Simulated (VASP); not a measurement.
# Au (P6_3/mmc) in VASP: a series of runs

Aim: see how the results for Au move with the level of theory and the settings. Levels: PBE0, HSE06. Tasks: single point.

Program: VASP 6.6.1. These are calculated values, not measurements. Logs are shortened: lines on timing, memory, paths and dates and some standing lists are left out, and cuts for length are marked.

### 1 The cell of the first run

It takes space group P6_3/mmc (No. 194, hexagonal). Conventional cell: a = 2.841 Å, b = 2.841 Å, c = 4.780 Å, α = 90.00°, β = 90.00°, γ = 120.00°. Within 3.7 Å of Au (site symmetry -6m2) lie 12 Au at 2.84 to 2.90 Å.

This isn't the form of Au at room conditions, which is fcc.

### 2 Single point, PBE0

File POSCAR:

```
Au
1.0
    2.8407997153      0.0000000000      0.0000000000
   -1.4203998576      2.4602047205      0.0000000000
    0.0000000000      0.0000000000      4.7803802105
Au
2
Direct
    0.6666666667      0.3333333333      0.2500000000
    0.3333333333      0.6666666667      0.7500000000
```

File INCAR.step1:

```
SYSTEM = Au
ALGO     = Normal         ! electronic algorithm
EDIFF    = 1E-5           ! SCF threshold, eV
ENCUT    = 520            ! plane-wave cutoff, eV
GGA      = PE             ! functional
ISIF     = 2              ! what is computed and relaxed
ISMEAR   = -1             ! smearing method
LASPH    = .True.         ! aspherical terms in the spheres
LCHARG   = .False.        ! write CHGCAR
LREAL    = .False.        ! projectors in reciprocal space
LWAVE    = .True.         ! write WAVECAR
NBANDS   = 18             ! bands
NELM     = 80             ! most SCF steps
PREC     = Accurate       ! precision mode
SIGMA    = 0.05           ! smearing width, eV
```

File INCAR.step2:

```
SYSTEM = Au
AEXX     = 0.25           ! exact-exchange fraction
ALGO     = Normal         ! electronic algorithm
EDIFF    = 1E-7           ! SCF threshold, eV
ENCUT    = 520            ! plane-wave cutoff, eV
GGA      = PE             ! functional
ISIF     = 2              ! what is computed and relaxed
ISMEAR   = -1             ! smearing method
ISTART   = 1            
LASPH    = .True.         ! aspherical terms in the spheres
LCHARG   = .False.        ! write CHGCAR
LHFCALC  = .True.         ! exact exchange
LREAL    = .False.        ! projectors in reciprocal space
LWAVE    = .False.        ! write WAVECAR
NBANDS   = 18             ! bands
NELM     = 80             ! most SCF steps
PREC     = Accurate       ! precision mode
PRECFOCK = Normal       
SIGMA    = 0.05           ! smearing width, eV
```

File KPOINTS:

```
k-points
0
Gamma
  6 6 4
  0 0 0
```

Potentials or basis: VASP PAW PBE potentials, release 64 (Au).

On the command line:

```console
cat potpaw_PBE.64/Au/POTCAR > POTCAR
cp INCAR.step1 INCAR
mpirun -np 1 vasp_std > vasp.out
cp INCAR.step2 INCAR
mpirun -np 1 vasp_std > vasp.out
```

OUTCAR:

```text
SYSTEM = Au
   AEXX = 0.25
   EDIFF = 1E-7
   ENCUT = 520
   GGA = PE
   ISIF = 2
   ISMEAR = -1
   ISTART = 1
   LASPH = .True.
   LHFCALC = .True.
   LREAL = .False.
   NELM = 80
   PREC = Accurate
   PRECFOCK = Normal

 ion  position               nearest neighbor table
   1  0.667  0.333  0.250-   2 2.90   2 2.90   2 2.90   2 2.90   2 2.90   2 2.90
   2  0.333  0.667  0.750-   1 2.90   1 2.90   1 2.90   1 2.90   1 2.90   1 2.90

  LATTYP: Found a hexagonal cell.
 ALAT       =     2.8407997153
 C/A-ratio  =     1.6827586207

  Lattice vectors:

 A1 = (   2.8407997153,   0.0000000000,   0.0000000000)
 A2 = (  -1.4203998576,   2.4602047205,   0.0000000000)
 A3 = (   0.0000000000,   0.0000000000,   4.7803802105)

Analysis of symmetry for initial positions (statically):
=====================================================================
 Subroutine PRICEL returns:
 Original cell was already a primitive cell.

 Routine SETGRP: Setting up the symmetry group for a
 hexagonal supercell.

 Subroutine GETGRP returns: Found 24 space group operations
 (whereof 12 operations were pure point group operations)
 out of a pool of 24 trial point group operations.

The static configuration has the point symmetry D_3d.
 The point group associated with its full space group is D_6h.

Analysis of symmetry for dynamics (positions and initial velocities):
=====================================================================
 Subroutine PRICEL returns:
 Original cell was already a primitive cell.

 Routine SETGRP: Setting up the symmetry group for a
 hexagonal supercell.

 Subroutine GETGRP returns: Found 24 space group operations
 (whereof 12 operations were pure point group operations)
 out of a pool of 24 trial point group operations.

The dynamic configuration has the point symmetry D_3d.
 The point group associated with its full space group is D_6h.

 Subroutine INISYM returns: Found 24 space group operations
 (whereof 12 operations are pure point group operations),
 and found     1 'primitive' translations

----------------------------------------------------------------------------------------

                                     Primitive cell

  volume of cell :      33.4098

  direct lattice vectors                    reciprocal lattice vectors
     2.840799715  0.000000000  0.000000000     0.352013553  0.203235119  0.000000000
    -1.420399858  2.460204721  0.000000000     0.000000000  0.406470239  0.000000000
[... 87 lines left out ...]
   ISIF   =      2    stress and relaxation
   ISYM   =      3    0-nonsym 1-usesym 2-fastsym
   POTIM  = 0.5000    time-step for ionic-motion
   TEBEG  =    0.0;   TEEND  =   0.0 temperature during run
   PSTRESS=    0.0 pullay stress
   NELECT =      22.0000    total number of electrons
   NUPDOWN=      -1.0000    fix difference up-down
   EMIN   =  10.00;   EMAX   =-10.00  energy-range for DOS
   EFERMI =   0.00;   METHOD = LEGACY
   ISMEAR =    -1;   SIGMA  =   0.05  broadening in eV -4-tet -1-fermi 0-gaus
   EFERMI_NEDOS =   21; number of points for ismear=-14 and -15
   IALGO  =     38    algorithm
   IMIX   =      1    mixing-type and parameters
     AMIX     =   0.40;   BMIX     =  1.00
     AMIX_MAG =   1.60;   BMIX_MAG =  1.00
  volume/ion in A,a.u.               =      16.70       112.73
  Fermi-wavevector in a.u.,A,eV,Ry     =   1.424266  2.691472 27.599857  2.028532
  Thomas-Fermi vector in A             =   2.544775
   LORBIT       =      0    0 simple, 1 ext, 2 COOP (PROOUT), +10 PAW based schemes
   GGA     = PE    functional components
   LHFCALC =     T    Hartree Fock is set to
   PRECFOCK=normal    Normal, Fast or Accurate (Low or Medium for compatibility)
   ENCUT4O =  -1.0   cutoff for four orbital integrals eV
   NKREDX  =     1    reduce k-point grid by
   NKREDY  =     1    reduce k-point grid by
   NKREDZ  =     1    reduce k-point grid by
   AEXX    =    0.2500 exact exchange contribution
   HFSCREEN=    0.0000 screening length (either q_TF or 0.3 A-1)
   HFSCREENC=   0.0000 screening length for correlation (either q_TF or 0.3 A-1)
   ENCUTFOCK=  -1.0 apply spherical cutoff to Coloumb kernel
   IVDW    =     0    specifies the selected vdW correction
   LEPSILON=     F    determine dielectric tensor
   LRPA    =     F    only Hartree local field effects (RPA)
 non-spin polarized calculation
  energy-cutoff  :      520.00
  volume of cell :       33.41
 maximum number of plane-waves:       908
 NGX is ok and might be reduce to    24
  NGX = 16; NGY = 16; NGZ = 28

 number of electron      22.0000000 magnetization

 Free energy of the ion-electron system (eV)
  ---------------------------------------------------
  ext. energy  EPLUGINS =         0.00000000
  ---------------------------------------------------
  free energy    TOTEN  =        -7.07232939 eV

  energy without entropy =       -7.06153382  energy(sigma->0) =       -7.06693161

 E-fermi :   9.3505     XC(G=0): -10.0494

 val. band max:        9.3153953122   @ k =   0.3333   0.1667   0.2500
 cond. band min:       9.9901988219   @ k =   0.5000   0.0000   0.0000
 fundamental gap:      0.6748035097
 Fermi energy:         9.3505432201

 k-point     1 :       0.0000    0.0000    0.0000
  band No.  band energies     occupation
      1      -1.9727      2.00000
      2       0.4165      2.00000
      3       3.0058      2.00000
      4       3.3440      2.00000
      5       3.3440      2.00000
      6       3.6794      2.00000
[... 418 lines left out ...]
      5       3.3904      2.00000
      6       3.3904      2.00000
[... 10 lines left out ...]
     17      27.3127      0.00000
     18      27.3127      0.00000

------------------------ aborting loop because EDIFF is reached ----------------------------------------

  FORCE on cell =-STRESS in cart. coord.  units (eV):
  Direction    XX          YY          ZZ          XY          YZ          ZX
  --------------------------------------------------------------------------------------
  -------------------------------------------------------------------------------------
  Total        2.6381074      2.6381074      0.8341130      0.0000000     -0.0000000     -0.0000000
  in kB      126.5111338    126.5111338     40.0001067      0.0000000     -0.0000000     -0.0000000
  external PRESSURE =      97.6741248 kB  Pullay stress =       0.0000000 kB

 VOLUME and BASIS-vectors are now :
 -----------------------------------------------------------------------------
  energy-cutoff  :      520.00
  volume of cell :       33.41
      direct lattice vectors                 reciprocal lattice vectors
     2.840799715  0.000000000  0.000000000     0.352013553  0.203235119  0.000000000
    -1.420399858  2.460204721  0.000000000     0.000000000  0.406470239  0.000000000
     0.000000000  0.000000000  4.780380210     0.000000000  0.000000000  0.209188382

 POSITION                                       TOTAL-FORCE (eV/Angst)
 -----------------------------------------------------------------------------------
      1.42040      0.82007      1.19510        -0.000000      0.000000     -0.000000
     -0.00000      1.64014      3.58529         0.000000     -0.000000      0.000000
 -----------------------------------------------------------------------------------
    total drift:                               -0.000000      0.000000      0.000000

  FREE ENERGIE OF THE ION-ELECTRON SYSTEM (eV)
  ---------------------------------------------------
  free  energy   TOTEN  =        -7.0723293926 eV

  energy  without entropy=       -7.0615338237  energy(sigma->0) =       -7.06693161
```

Wall time 41 min (1 thread of Intel Xeon Platinum 8259CL at 2.50GHz (Skylake/Cascade Lake), shared host); peak memory 0.17 GiB.

Results:

```
Free energy            : -7.0723 eV
Pressure               : 9.8 GPa
Band gap on the k mesh : zero (bands 11 and 12 overlap by 9.64 eV)
```

Caveat: the k points lie up to 0.43 Å⁻¹ apart, too coarse for converged energies and pressures of a metal; the PAW data sets were made with another functional, which shifts forces and pressure a little; spin-orbit coupling is left out, which moves the levels of the heavy elements.

### 3 Single point, HSE06

This run uses another cell than the first one, of 18.84 Å³/atom.

File POSCAR:

```
Au
1.0
    2.9568771850      0.0000000000      0.0000000000
   -1.4784385925      2.5607307581      0.0000000000
    0.0000000000      0.0000000000      4.9757105734
Au
2
Direct
    0.6666666667      0.3333333333      0.2500000000
    0.3333333333      0.6666666667      0.7500000000
```

File INCAR.step1:

```
  ALGO = Normal
  EDIFF = 1E-5
  ENCUT = 520
  GGA = PE
  ISIF = 2
  ISMEAR = -1
  LASPH = True
  LCHARG = False
  LREAL = False
  LWAVE = True
  NBANDS = 18
  NELM = 100
  PREC = Accurate
  SIGMA = 0.05
```

File INCAR.step2:

```
  ALGO = Normal
  EDIFF = 1E-6
  ENCUT = 520
  GGA = PE
  HFSCREEN = 0.2079
  ISIF = 2
  ISMEAR = -1
  ISTART = 1
  LASPH = True
  LCHARG = False
  LHFCALC = True
  LREAL = False
  LWAVE = False
  NBANDS = 18
  NELM = 100
  PREC = Accurate
  PRECFOCK = Normal
  SIGMA = 0.05
```

File KPOINTS:

```
k-points
0
Gamma
  6 6 4
```

Potentials or basis: VASP PAW PBE potentials, release 64 (Au).

On the command line:

```console
cat potpaw_PBE.64/Au/POTCAR > POTCAR
cp INCAR.step1 INCAR
mpirun -np 1 vasp_std > vasp.out
cp INCAR.step2 INCAR
mpirun -np 1 vasp_std > vasp.out
```

Wall time 1.8 h (1 thread of Intel Xeon 8259CL, shared host); peak memory 0.27 GiB.

It converged, with:

| Item | Value |
| --- | --- |
| Free energy | -6.6858 eV |
| Pressure | -6.7 GPa |
| Band gap on the k mesh | zero (bands 11 and 12 overlap by 8.10 eV) |

Stress tensor (GPa, compression positive):
```
 -4.52   0.00   0.00
  0.00  -4.52   0.00
  0.00   0.00 -11.16
```

Levels at points of the mesh, in eV from the Fermi level:
```
           k point  band 8  band 9  band 10  band 11  band 12  band 13  band 14  band 15
(0.00, 0.00, 0.00)   -4.22   -4.22    -2.94    -2.94    -0.68     2.77    15.63    16.66
(0.50, 0.00, 0.00)   -2.75   -2.62    -2.45     0.39     1.64     6.35     7.71     7.82
(0.00, 0.00, 0.50)   -5.13   -3.38    -3.38    -3.38    -3.38    10.97    10.97    15.93
(0.50, 0.00, 0.50)   -3.01   -2.51    -2.51     0.87     0.87     4.20     4.20    13.85
```

Caveat: the k points lie up to 0.41 Å⁻¹ apart, too coarse for converged energies and pressures of a metal; the PAW data sets were made with another functional, which shifts forces and pressure a little; spin-orbit coupling is left out, which moves the levels of the heavy elements.

### 4 Single point, PBE0

This run uses another cell than the first one, of 17.42 Å³/atom.

File POSCAR:

```
Au
1.0
    2.8805363263      0.0000000000      0.0000000000
   -1.4402681631      2.4946176351      0.0000000000
    0.0000000000      0.0000000000      4.8472473353
Au
2
Direct
    0.6666666667      0.3333333333      0.2500000000
    0.3333333333      0.6666666667      0.7500000000
```

File INCAR.step1:

```
PREC     = Accurate       # precision mode
ENCUT    = 520            # plane-wave cutoff, eV
EDIFF    = 1E-5           # SCF threshold, eV
ISMEAR   = -1             # smearing method
SIGMA    = 0.05           # smearing width, eV
LREAL    = F              # projectors in reciprocal space
LASPH    = T              # aspherical terms in the spheres
NELM     = 60             # most SCF steps
ALGO     = Normal         # electronic algorithm
ISIF     = 2              # what is computed and relaxed
LWAVE    = T              # write WAVECAR
GGA      = PE             # functional
NBANDS   = 18             # bands
```

File INCAR.step2:

```
PREC     = Accurate       # precision mode
ENCUT    = 520            # plane-wave cutoff, eV
EDIFF    = 1E-6           # SCF threshold, eV
ISMEAR   = -1             # smearing method
SIGMA    = 0.05           # smearing width, eV
LREAL    = F              # projectors in reciprocal space
LASPH    = T              # aspherical terms in the spheres
NELM     = 60             # most SCF steps
ALGO     = Normal         # electronic algorithm
ISIF     = 2              # what is computed and relaxed
LWAVE    = F              # write WAVECAR
LCHARG   = T              # write CHGCAR
GGA      = PE             # functional
LHFCALC  = T              # exact exchange
AEXX     = 0.25           # exact-exchange fraction
PRECFOCK = Normal       
LELF     = T              # ELF
LVHAR    = T            
ISTART   = 1            
NBANDS   = 18             # bands
```

File KPOINTS:

```
Automatic mesh
0
Gamma
  6 6 4
```

On the command line:

```console
cat potpaw_PBE.64/Au/POTCAR > POTCAR
cp INCAR.step1 INCAR
mpirun -np 1 vasp_std > vasp.out
cp INCAR.step2 INCAR
mpirun -np 1 vasp_std > vasp.out
```

Run time: 43 min. Hardware: 1 thread of Intel Xeon Platinum 8488C (Sapphire Rapids), shared host; peak memory 0.18 GiB.

It converged, with:

```
Free energy            : -7.1446 eV
Pressure               : 3.5 GPa
Band gap on the k mesh : zero (bands 11 and 12 overlap by 9.42 eV)
```

Stress tensor (GPa, compression positive):
```
 6.49  0.00  0.00
 0.00  6.49  0.00
 0.00  0.00 -2.39
```

Levels at points of the mesh, in eV from the Fermi level:
| k point | band 9 | band 10 | band 11 | band 12 | band 13 | band 14 |
| --- | --- | --- | --- | --- | --- | --- |
| (0.00, 0.00, 0.00) | -4.68 | -3.19 | -3.19 | -1.20 | 3.74 | 16.24 |
| (0.50, 0.00, 0.00) | -2.84 | -2.63 | 0.85 | 2.37 | 7.18 | 8.58 |
| (0.00, 0.00, 0.50) | -3.72 | -3.72 | -3.72 | -3.72 | 12.11 | 12.11 |
| (0.50, 0.00, 0.50) | -2.69 | -2.69 | 1.16 | 1.16 | 5.23 | 5.23 |

Caveat: the k points lie up to 0.42 Å⁻¹ apart, too coarse for converged energies and pressures of a metal; the PAW data sets were made with another functional, which shifts forces and pressure a little; spin-orbit coupling is left out, which moves the levels of the heavy elements.

### 5 Overview

| level | cell | screening parameter | gap on the mesh (eV) | pressure (GPa) |
| --- | --- | --- | --- | --- |
| PBE0 | a = 2.841, b = 2.841, c = 4.780 Å, angles 90.0, 90.0, 120.0°, 2 atoms | - | none | 9.8 |
| HSE06 | a = 2.957, b = 2.957, c = 4.976 Å, angles 90.0, 90.0, 120.0°, 2 atoms | 0.2079 1/Å | none | -6.7 |
| PBE0 | a = 2.881, b = 2.881, c = 4.847 Å, angles 90.0, 90.0, 120.0°, 2 atoms | - | none | 3.5 |

Alike in all rows: task single point; potentials or basis VASP PAW PBE potentials, release 64 (Au); no spin polarisation; k mesh 6 × 6 × 4; cutoff (eV) 520; smearing fermi-dirac 0.05 eV.

Caveats: all runs use coarse meshes; the PAW data sets were made with another functional, which shifts forces and pressure a little; spin-orbit coupling is left out, which moves the levels of the heavy elements.

Total energies depend on the potentials used, so only differences within one code and one set of settings carry meaning.

The gap in the log of VASP goes by the Fermi energy; the results here count the filled bands.